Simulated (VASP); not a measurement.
# P (Fm-3m) in VASP: notebook, part 2 of 2

VASP 6.6.1. Earlier steps stand in the parts before.

## (3) Single point, r2SCAN

This run uses another cell than the first one, of 11.72 Å³/atom.

POSCAR

```
P
1.0
    0.0000000000      1.8026269483      1.8026269483
    1.8026269483      0.0000000000      1.8026269483
    1.8026269483      1.8026269483      0.0000000000
P
1
Direct
    0.0000000000      0.0000000000      0.0000000000
```

INCAR.step1

```
SYSTEM = P
PREC = Accurate
ENCUT = 550
ISMEAR = 1
SIGMA = 0.05
LREAL = .False.
LASPH = .True.
NELM = 120
NBANDS = 8
GGA = PE
ALGO = Normal
EDIFF = 1E-5
LWAVE = .True.
LCHARG = .False.
GGA_COMPAT = .False.
```

INCAR.step2

```
SYSTEM = P
PREC = Accurate
ENCUT = 550
EDIFF = 1E-6
ISMEAR = 1
SIGMA = 0.05
LREAL = .False.
LASPH = .True.
NELM = 120
ALGO = Normal
ISIF = 2
LWAVE = .False.
LCHARG = .False.
METAGGA = R2SCAN
LMIXTAU = .True.
NBANDS = 8
ISTART = 1
GGA_COMPAT = .False.
```

KPOINTS

```
Automatic mesh
0
Gamma
  18 18 18
  0 0 0
```

Potentials or basis: VASP PAW PBE potentials, release 64 (P).

Command:

```bash
cat potpaw_PBE.64/P/POTCAR > POTCAR
cp INCAR.step1 INCAR
mpirun -np 1 vasp_std > vasp.out
cp INCAR.step2 INCAR
mpirun -np 1 vasp_std > vasp.out
```

OUTCAR:

```text
SYSTEM = P
   PREC = Accurate
   ENCUT = 550
   EDIFF = 1E-6
   ISMEAR = 1
   LREAL = .False.
   LASPH = .True.
   NELM = 120
   ISIF = 2
   METAGGA = R2SCAN
   ISTART = 1

 ion  position               nearest neighbor table
   1  0.000  0.000  0.000-

  LATTYP: Found a face centered cubic cell.
 ALAT       =     3.6052538966

  Lattice vectors:

[... 441 lines left out ...]
      4      21.5398      0.00000
      5      26.6714      0.00000
      6      27.0854      0.00000
      7      27.8622      0.00000
      8      31.3175      0.00000

 [... further k-points ...]

------------------------ aborting loop because EDIFF is reached ----------------------------------------

  FORCE on cell =-STRESS in cart. coord.  units (eV):
  Direction    XX          YY          ZZ          XY          YZ          ZX
  --------------------------------------------------------------------------------------
  -------------------------------------------------------------------------------------
  Total        2.1606860      2.1606860      2.1606860     -0.0000000     -0.0000000      0.0000000
  in kB      295.4980786    295.4980786    295.4980786     -0.0000000     -0.0000000      0.0000000
  external PRESSURE =     295.4980786 kB  Pullay stress =       0.0000000 kB

 VOLUME and BASIS-vectors are now :
 -----------------------------------------------------------------------------
  energy-cutoff  :      550.00
  volume of cell :       11.72
      direct lattice vectors                 reciprocal lattice vectors
     0.000000000  1.802626948  1.802626948    -0.277372975  0.277372975  0.277372975
     1.802626948  0.000000000  1.802626948     0.277372975 -0.277372975  0.277372975
     1.802626948  1.802626948  0.000000000     0.277372975  0.277372975 -0.277372975

 POSITION                                       TOTAL-FORCE (eV/Angst)
 -----------------------------------------------------------------------------------
      0.00000      0.00000      0.00000         0.000000      0.000000      0.000000
 -----------------------------------------------------------------------------------
    total drift:                               -0.000000      0.000000     -0.000000

  FREE ENERGIE OF THE ION-ELECTRON SYSTEM (eV)
  ---------------------------------------------------
  free  energy   TOTEN  =        -7.6289024694 eV

  energy  without entropy=       -7.6289927956  energy(sigma->0) =       -7.62893258
```

OSZICAR.step1:

```text
N       E                     dE             d eps       ncg     rms          rms(c)
DAV:   1     0.531883430256E+00    0.53188E+00   -0.23548E+03  3328   0.488E+02
DAV:   2    -0.427801765286E+01   -0.48099E+01   -0.45106E+01  4784   0.480E+01
DAV:   3    -0.430790021262E+01   -0.29883E-01   -0.29891E-01  3424   0.427E+00
DAV:   4    -0.430792521398E+01   -0.25001E-04   -0.25001E-04  5280   0.133E-01
DAV:   5    -0.430792521821E+01   -0.42228E-08   -0.36903E-08  3472   0.931E-04    0.612E+00
DAV:   6    -0.430090024432E+01    0.70250E-02   -0.34449E-03  3584   0.316E-01    0.358E+00
DAV:   7    -0.429765334154E+01    0.32469E-02   -0.63228E-03  3512   0.434E-01    0.103E-01
DAV:   8    -0.429764581832E+01    0.75232E-05   -0.46898E-05  4416   0.498E-02
   1 F= -.42976458E+01 E0= -.42976666E+01  d E =0.624210E-04
```

It took 26 s on 1 thread of Intel Xeon 6975P-C (Granite Rapids), shared host; peak memory 0.13 GiB.

Results:

| Quantity | Value |
| --- | --- |
| Free energy | -7.6289 eV |
| Pressure | 29.5 GPa |
| Band gap on the k mesh | zero (an odd number of electrons rules out a gap without spin polarisation) |

Levels at points of the mesh, in eV from the Fermi level:
```tsv
k point	band 1	band 2	band 3	band 4	band 5
(0.00, 0.00, 0.00)	-19.91	9.59	9.59	9.59	12.55
(0.50, 0.00, 0.00)	-12.03	-10.56	6.76	6.76	11.35
(0.50, 0.50, 0.00)	-8.85	-8.32	0.94	0.94	3.70
```

Caveat: the cell stands under pressure; the PAW data sets were made with another functional, which shifts forces and pressure a little.

## (4) Single point, r2SCAN

This run uses another cell than the first one, of 12.87 Å³/atom.

POSCAR

```
P
1.0
    0.0000000000      1.8602287502      1.8602287502
    1.8602287502      0.0000000000      1.8602287502
    1.8602287502      1.8602287502      0.0000000000
P
1
Direct
    0.0000000000      0.0000000000      0.0000000000
```

INCAR.step1

```
PREC = Accurate ; ENCUT = 550
ISMEAR = 1 ; SIGMA = 0.05
LREAL = False ; LASPH = True
NELM = 120 ; NBANDS = 8
GGA = PE ; ALGO = Normal
EDIFF = 1E-5 ; LWAVE = True
LCHARG = False ; GGA_COMPAT = False
```

INCAR.step2

```
PREC = Accurate ; ENCUT = 550
EDIFF = 1E-6 ; ISMEAR = 1
SIGMA = 0.05 ; LREAL = False
LASPH = True ; NELM = 120
ALGO = Normal ; ISIF = 2
LWAVE = False ; LCHARG = False
METAGGA = R2SCAN ; LMIXTAU = True
NBANDS = 8 ; ISTART = 1
GGA_COMPAT = False
```

KPOINTS

```
regular mesh
0
Gamma
  18 18 18
```

Command:

```bash
cat potpaw_PBE.64/P/POTCAR > POTCAR
cp INCAR.step1 INCAR
mpirun -np 1 vasp_std > vasp.out
cp INCAR.step2 INCAR
mpirun -np 1 vasp_std > vasp.out
```

Run time: 26 s. Hardware: 1 thread of Intel Xeon 6975P-C (Granite Rapids), shared host; peak memory 0.13 GiB.

The run converged. Its results:

```
Free energy            : -7.7858 eV
Pressure               : 14.8 GPa
Band gap on the k mesh : zero (an odd number of electrons rules out a gap without spin polarisation)
```

Levels at points of the mesh, in eV from the Fermi level:
```
           k point  band 1  band 2  band 3  band 4  band 5
(0.00, 0.00, 0.00)  -18.70    8.49    8.49    8.49   12.35
(0.50, 0.00, 0.00)  -11.58   -9.62    5.99    5.99   11.25
(0.50, 0.50, 0.00)   -8.24   -8.08    0.83    0.83    4.14
```

Caveat: the cell stands under pressure; the PAW data sets were made with another functional, which shifts forces and pressure a little.

## (5) Single point, r2SCAN

This run uses another cell than the first one, of 14.63 Å³/atom.

POSCAR

```
P
1.0
    0.0000000000      1.9412234920      1.9412234920
    1.9412234920      0.0000000000      1.9412234920
    1.9412234920      1.9412234920      0.0000000000
P
1
Direct
    0.0000000000      0.0000000000      0.0000000000
```

INCAR.step1

```
ALGO     = Normal         # electronic algorithm
EDIFF    = 1E-5           # SCF threshold, eV
ENCUT    = 550            # plane-wave cutoff, eV
GGA      = PE             # functional
GGA_COMPAT= False        
ISMEAR   = 1              # smearing method
LASPH    = True           # aspherical terms in the spheres
LCHARG   = False          # write CHGCAR
LREAL    = False          # projectors in reciprocal space
LWAVE    = True           # write WAVECAR
NBANDS   = 8              # bands
NELM     = 120            # most SCF steps
PREC     = Accurate       # precision mode
SIGMA    = 0.05           # smearing width, eV
```

INCAR.step2

```
ALGO     = Normal         # electronic algorithm
EDIFF    = 1E-6           # SCF threshold, eV
ENCUT    = 550            # plane-wave cutoff, eV
GGA_COMPAT= False        
ISIF     = 2              # what is computed and relaxed
ISMEAR   = 1              # smearing method
ISTART   = 1            
LASPH    = True           # aspherical terms in the spheres
LCHARG   = True           # write CHGCAR
LELF     = True           # ELF
LMIXTAU  = True         
LREAL    = False          # projectors in reciprocal space
LVHAR    = True         
LWAVE    = False          # write WAVECAR
METAGGA  = R2SCAN         # meta-GGA
NBANDS   = 8              # bands
NELM     = 120            # most SCF steps
PREC     = Accurate       # precision mode
SIGMA    = 0.05           # smearing width, eV
```

KPOINTS

```
k-points
0
Gamma
  18 18 18
```

Command:

```bash
cat potpaw_PBE.64/P/POTCAR > POTCAR
cp INCAR.step1 INCAR
mpirun -np 1 vasp_std > vasp.out
cp INCAR.step2 INCAR
mpirun -np 1 vasp_std > vasp.out
```

It took 31 s on 1 thread of Intel Xeon 6975P-C (Granite Rapids), shared host; peak memory 0.14 GiB.

It converged, with:

```yaml
Free_energy: -7.8600 eV
Pressure: 0.0 GPa
Band_gap_on_the_k_mesh: zero (an odd number of electrons rules out a gap without spin polarisation)
```

Levels at points of the mesh, in eV from the Fermi level:
```tsv
k point	band 1	band 2	band 3	band 4	band 5	band 6	band 7
(0.00, 0.00, 0.00)	-17.23	7.15	7.15	7.15	12.05	12.05	12.05
(0.50, 0.00, 0.00)	-11.07	-8.46	5.03	5.03	11.07	11.07	11.37
(0.50, 0.50, 0.00)	-8.24	-7.13	0.67	0.67	4.64	5.56	24.24
```

Caveat: the PAW data sets were made with another functional, which shifts forces and pressure a little.

## (6) The runs side by side

| cell | gap on the mesh (eV) | pressure (GPa) |
| --- | --- | --- |
| a = 2.488 Å, angles 60.0°, 1 atom | none | 44.5 |
| a = 2.549 Å, angles 60.0°, 1 atom | none | 29.5 |
| a = 2.631 Å, angles 60.0°, 1 atom | none | 14.8 |
| a = 2.745 Å, angles 60.0°, 1 atom | none | 0.0 |

Alike in all rows: task single point; level r2SCAN; potentials or basis VASP PAW PBE potentials, release 64 (P); no spin polarisation; k mesh 18 × 18 × 18; cutoff (eV) 550; smearing methfessel-paxton 0.05 eV.

Caveats: the PAW data sets were made with another functional, which shifts forces and pressure a little; the cell stands under pressure (at least some runs).

Total energies depend on the potentials used, so only differences within one code and one set of settings carry meaning.
